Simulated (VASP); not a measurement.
# Ga3Sb (I4/mmm) in VASP: single point with PBE

Aim: the single point of Ga3Sb with PBE.

Program: VASP 6.6.1. These are calculated values, not measurements. Logs are shortened: lines on timing, memory, paths and dates and some standing lists are left out, and cuts for length are marked.

**1. The cell of the first run**

It takes space group I4/mmm (No. 139, tetragonal). Conventional cell: a = 4.318 Å, b = 4.318 Å, c = 9.521 Å, α = 90.00°, β = 90.00°, γ = 90.00°. Within 4.0 Å of Ga (site symmetry -4m2) lie 8 Ga at 3.05 to 3.21 Å and 4 Sb at 3.21 Å. Ga (site symmetry 4/mmm) has 4 Sb at 3.05 Å and 8 Ga at 3.21 Å within 4.0 Å. Within 4.0 Å of Sb (site symmetry 4/mmm) lie 12 Ga at 3.05 to 3.21 Å.

**2. Single point, PBE**

File INCAR:

```
SYSTEM = Ga3Sb
PREC = Accurate
ENCUT = 520
EDIFF = 1E-7
ISMEAR = 0
SIGMA = 0.1
LREAL = .False.
LASPH = .True.
NELM = 100
ALGO = Fast
ISIF = 2
LWAVE = .False.
LCHARG = .False.
GGA = PE
NBANDS = 30
```

File KPOINTS:

```
Automatic mesh
0
Gamma
  6 6 6
  0 0 0
```

File POSCAR:

```
Ga3Sb
1.0
   -2.1587989300      2.1587989300      4.7604842200
    2.1587989300     -2.1587989300      4.7604842200
    2.1587989300      2.1587989300     -4.7604842200
Ga Sb
3 1
Direct
    0.7500000000      0.2500000000      0.5000000000
    0.2500000000      0.7500000000      0.5000000000
    0.5000000000      0.5000000000      0.0000000000
    0.0000000000      0.0000000000      0.0000000000
```

Potentials or basis: VASP PAW PBE potentials, release 64 (Ga_d, Sb).

Run with:

```
cat potpaw_PBE.64/Ga_d/POTCAR potpaw_PBE.64/Sb/POTCAR > POTCAR
mpirun -np 1 vasp_std > vasp.out
```

OUTCAR:

```text
SYSTEM = Ga3Sb
   PREC = Accurate
   ENCUT = 520
   EDIFF = 1E-7
   ISMEAR = 0
   LREAL = .False.
   LASPH = .True.
   NELM = 100
   ISIF = 2
   GGA = PE

 ion  position               nearest neighbor table
   1  0.750  0.250  0.500-   4 3.21   4 3.21   4 3.21   4 3.21
   2  0.250  0.750  0.500-   4 3.21   4 3.21   4 3.21   4 3.21
   3  0.500  0.500  0.000-   4 3.05   4 3.05   4 3.05   4 3.05
   4  0.000  0.000  0.000-   3 3.05   3 3.05   3 3.05   3 3.05   2 3.21   1 3.21   2 3.21   2 3.21
                             1 3.21   1 3.21   2 3.21   1 3.21

  LATTYP: Found a body centered tetragonal cell.
 ALAT       =     4.3175978600
 C/A-ratio  =     2.2051540576

  Lattice vectors:

 A1 = (  -2.1587989300,   2.1587989300,   4.7604842200)
 A2 = (   2.1587989300,  -2.1587989300,   4.7604842200)
 A3 = (   2.1587989300,   2.1587989300,  -4.7604842200)

Analysis of symmetry for initial positions (statically):
=====================================================================
 Subroutine PRICEL returns:
 Original cell was already a primitive cell.

 Routine SETGRP: Setting up the symmetry group for a
 body centered tetragonal supercell.

 Subroutine GETGRP returns: Found 16 space group operations
 (whereof 16 operations were pure point group operations)
 out of a pool of 16 trial point group operations.

The static configuration has the point symmetry D_4h.

Analysis of symmetry for dynamics (positions and initial velocities):
=====================================================================
 Subroutine PRICEL returns:
 Original cell was already a primitive cell.

 Routine SETGRP: Setting up the symmetry group for a
 body centered tetragonal supercell.

 Subroutine GETGRP returns: Found 16 space group operations
 (whereof 16 operations were pure point group operations)
 out of a pool of 16 trial point group operations.

The dynamic configuration has the point symmetry D_4h.

 Subroutine INISYM returns: Found 16 space group operations
 (whereof 16 operations are pure point group operations),
 and found     1 'primitive' translations

----------------------------------------------------------------------------------------

                                     Primitive cell

  volume of cell :      88.7433

  direct lattice vectors                    reciprocal lattice vectors
    -2.158798930  2.158798930  4.760484220     0.000000000  0.231610269  0.105031332
     2.158798930 -2.158798930  4.760484220     0.231610269  0.000000000  0.105031332
     2.158798930  2.158798930 -4.760484220     0.231610269  0.231610269  0.000000000

  length of vectors
     5.655354600  5.655354600  5.655354600     0.254312598  0.254312598  0.327546383

  position of ions in fractional coordinates (direct lattice)
     0.750000000  0.250000000  0.500000000
     0.250000000  0.750000000  0.500000000
     0.500000000  0.500000000  0.000000000
     0.000000000  0.000000000  0.000000000

  ion indices of the primitive-cell ions
   primitive index   ion index
                 1           1
                 2           2
                 3           3
                 4           4

----------------------------------------------------------------------------------------

 KPOINTS: Automatic mesh

Automatic generation of k-mesh.
 Grid dimensions read from file:
 generate k-points for:    6    6    6

 Generating k-lattice:

  Cartesian coordinates                     Fractional coordinates (reciprocal lattice)
     0.000000000  0.038601711  0.017505222     0.166666667 -0.000000000  0.000000000
     0.038601711  0.000000000  0.017505222    -0.000000000  0.166666667  0.000000000
     0.038601711  0.038601711  0.000000000     0.000000000  0.000000000  0.166666667

  Length of vectors
     0.042385433  0.042385433  0.054591064

  Shift w.r.t. Gamma in fractional coordinates (k-lattice)
     0.000000000  0.000000000  0.000000000

 Subroutine IBZKPT returns following result:
 ===========================================

 Found     30 irreducible k-points:

 Following reciprocal coordinates:
            Coordinates               Weight
  0.000000  0.000000  0.000000      1.000000
  0.166667  0.000000  0.000000      8.000000
  0.333333  0.000000 -0.000000      8.000000
  0.500000  0.000000 -0.000000      4.000000
  0.166667  0.166667 -0.000000      8.000000
  0.333333  0.166667  0.000000     16.000000
[... 16 lines left out ...]
 -0.333333 -0.333333  0.166667      8.000000
 -0.166667 -0.333333  0.166667      8.000000
 [... further k-points ...]
   k-points           NKPTS =     30   k-points in BZ     NKDIM =     30   number of bands    NBANDS=     30
   number of dos      NEDOS =    301   number of ions     NIONS =      4
   total plane-waves  NPLWV =  74088
   dimension x,y,z NGX =    42 NGY =   42 NGZ =   42
   dimension x,y,z NGXF=    84 NGYF=   84 NGZF=   84
   ions per type =               3   1
   NGX,Y,Z   is equivalent  to a cutoff of  12.35, 12.35, 12.35 a.u.
   NGXF,Y,Z  is equivalent  to a cutoff of  24.69, 24.69, 24.69 a.u.
 SYSTEM =  Ga3Sb
   PREC   = accura    normal or accurate (medium, high low for compatibility)
   ISTART =      0    job   : 0-new  1-cont  2-samecut
   ICHARG =      2    charge: 1-file 2-atom 10-const
   ISPIN  =      1    spin polarized calculation?
   LNONCOLLINEAR =      F non collinear calculations
   LSORBIT =      F    spin-orbit coupling
   LASPH  =      T    aspherical Exc in radial PAW
   ENCUT  =  520.0 eV  38.22 Ry    6.18 a.u.  10.52 10.52 10.52*2*pi/ulx,y,z
   NELM   =    100;   NELMIN=  2; NELMDL= -5     # of ELM steps
   EDIFF  = 0.1E-06   stopping-criterion for ELM
   LREAL  =      F    real-space projection
   EDIFFG = 0.1E-05   stopping-criterion for IOM
   NSW    =      0    number of steps for IOM
   IBRION =     -1    ionic relax: 0-MD 1-quasi-New 2-CG
   NFREE  =      0    steps in history (QN), initial steepest desc. (CG)
   ISIF   =      2    stress and relaxation
   ISYM   =      2    0-nonsym 1-usesym 2-fastsym
   POTIM  = 0.5000    time-step for ionic-motion
   TEBEG  =    0.0;   TEEND  =   0.0 temperature during run
   PSTRESS=    0.0 pullay stress
   NELECT =      44.0000    total number of electrons
   NUPDOWN=      -1.0000    fix difference up-down
   EMIN   =  10.00;   EMAX   =-10.00  energy-range for DOS
   EFERMI =   0.00;   METHOD = LEGACY
   ISMEAR =     0;   SIGMA  =   0.10  broadening in eV -4-tet -1-fermi 0-gaus
   EFERMI_NEDOS =   21; number of points for ismear=-14 and -15
   IALGO  =     68    algorithm
   IMIX   =      4    mixing-type and parameters
     AMIX     =   0.40;   BMIX     =  1.00
     AMIX_MAG =   1.60;   BMIX_MAG =  1.00
  volume/ion in A,a.u.               =      22.19       149.72
  Fermi-wavevector in a.u.,A,eV,Ry     =   1.295728  2.448571 22.842976  1.678911
  Thomas-Fermi vector in A             =   2.427229
   LORBIT       =      0    0 simple, 1 ext, 2 COOP (PROOUT), +10 PAW based schemes
   GGA     = PE    functional components
   LHFCALC =     F    Hartree Fock is set to
   AEXX    =    0.0000 exact exchange contribution
   IVDW    =     0    specifies the selected vdW correction
   LEPSILON=     F    determine dielectric tensor
   LRPA    =     F    only Hartree local field effects (RPA)
 non-spin polarized calculation
 RMM-DIIS sequential band-by-band and
 Gauss-broadening in eV      SIGMA  =   0.10
  energy-cutoff  :      520.00
  volume of cell :       88.74
 maximum number of plane-waves:      2404
   NGX = 21   NGY = 21   NGZ = 21

 number of electron      44.0000012 magnetization

 Free energy of the ion-electron system (eV)
  ---------------------------------------------------
  ext. energy  EPLUGINS =         0.00000000
  ---------------------------------------------------
  free energy    TOTEN  =       -12.58922576 eV

  energy without entropy =      -12.58350669  energy(sigma->0) =      -12.58636622

 E-fermi :   5.8990     XC(G=0): -10.4647

 val. band max:        5.8681428837   @ k =   0.5000   0.5000  -0.0000
 cond. band min:       5.9775791252   @ k =   0.5000   0.3333   0.0000
 fundamental gap:      0.1094362415
 Fermi energy:         5.8989608847

 k-point     1 :       0.0000    0.0000    0.0000
  band No.  band energies     occupation
      1      -9.0031      2.00000
      2      -8.9590      2.00000
      3      -8.9413      2.00000
      4      -8.9099      2.00000
      5      -8.9099      2.00000
      6      -8.9002      2.00000
[... 22 lines left out ...]
     29      13.6320      0.00000
     30      13.8523      0.00000

 k-point     2 :       0.1667    0.0000    0.0000
  band No.  band energies     occupation
      1      -8.9865      2.00000
      2      -8.9556      2.00000
      3      -8.9296      2.00000
      4      -8.9254      2.00000
      5      -8.9164      2.00000
      6      -8.8923      2.00000
[... 22 lines left out ...]
     29      13.8446      0.00000
     30      14.1293      0.00000

 k-point     3 :       0.3333    0.0000   -0.0000
  band No.  band energies     occupation
      1      -8.9497      2.00000
      2      -8.9420      2.00000
      3      -8.9398      2.00000
      4      -8.9053      2.00000
      5      -8.9015      2.00000
      6      -8.8852      2.00000
[... 22 lines left out ...]
     29      11.5416      0.00000
     30      11.6287      0.00000

 k-point     4 :       0.5000    0.0000   -0.0000
  band No.  band energies     occupation
      1      -8.9450      2.00000
      2      -8.9433      2.00000
      3      -8.9071      2.00000
      4      -8.8927      2.00000
      5      -8.8915      2.00000
      6      -8.8750      2.00000
[... 616 lines left out ...]
     29      10.2536      0.00000
     30      10.3753      0.00000

 k-point    23 :      -0.3333   -0.3333    0.1667
  band No.  band energies     occupation
      1      -8.9743      2.00000
      2      -8.9702      2.00000
      3      -8.9474      2.00000
      4      -8.9474      2.00000
      5      -8.9072      2.00000
      6      -8.9036      2.00000
[... 22 lines left out ...]
     29      11.5478      0.00000
     30      12.9652      0.00000

 k-point    24 :      -0.1667   -0.3333    0.1667
  band No.  band energies     occupation
      1      -8.9837      2.00000
      2      -8.9692      2.00000
      3      -8.9514      2.00000
      4      -8.9429      2.00000
      5      -8.9178      2.00000
      6      -8.9015      2.00000
[... 22 lines left out ...]
     29      12.2556      0.00000
     30      12.8071      0.00000

 [... further k-points ...]

------------------------ aborting loop because EDIFF is reached ----------------------------------------

  FORCE on cell =-STRESS in cart. coord.  units (eV):
  Direction    XX          YY          ZZ          XY          YZ          ZX
  --------------------------------------------------------------------------------------
  -------------------------------------------------------------------------------------
  Total        0.4365844      0.4365844     -1.1386317      0.0000000      0.0000000      0.0000000
  in kB        7.8821249      7.8821249    -20.5569344      0.0000000      0.0000000      0.0000000
  external PRESSURE =      -1.5975615 kB  Pullay stress =       0.0000000 kB

 VOLUME and BASIS-vectors are now :
 -----------------------------------------------------------------------------
  energy-cutoff  :      520.00
  volume of cell :       88.74
      direct lattice vectors                 reciprocal lattice vectors
    -2.158798930  2.158798930  4.760484220     0.000000000  0.231610269  0.105031332
     2.158798930 -2.158798930  4.760484220     0.231610269  0.000000000  0.105031332
     2.158798930  2.158798930 -4.760484220     0.231610269  0.231610269  0.000000000

 POSITION                                       TOTAL-FORCE (eV/Angst)
 -----------------------------------------------------------------------------------
     -0.00000      2.15880      2.38024         0.000000      0.000000      0.000000
      2.15880     -0.00000      2.38024        -0.000000     -0.000000      0.000000
      0.00000      0.00000      4.76048        -0.000000     -0.000000     -0.000000
      0.00000      0.00000      0.00000        -0.000000     -0.000000     -0.000000
 -----------------------------------------------------------------------------------
    total drift:                               -0.000000      0.000000      0.000000

  FREE ENERGIE OF THE ION-ELECTRON SYSTEM (eV)
  ---------------------------------------------------
  free  energy   TOTEN  =       -12.5892257558 eV

  energy  without entropy=      -12.5835066920  energy(sigma->0) =      -12.58636622
```

It took 3 min on 1 thread of Intel Xeon Platinum 8375C at 2.90GHz (Ice Lake), shared host; peak memory 0.28 GiB.

Results:

```
Free energy            : -12.5892 eV
Pressure               : -0.2 GPa
Band gap on the k mesh : zero (bands 22 and 23 overlap by 3.85 eV)
```

Caveat: spin-orbit coupling is left out, which moves the levels of the heavy elements.
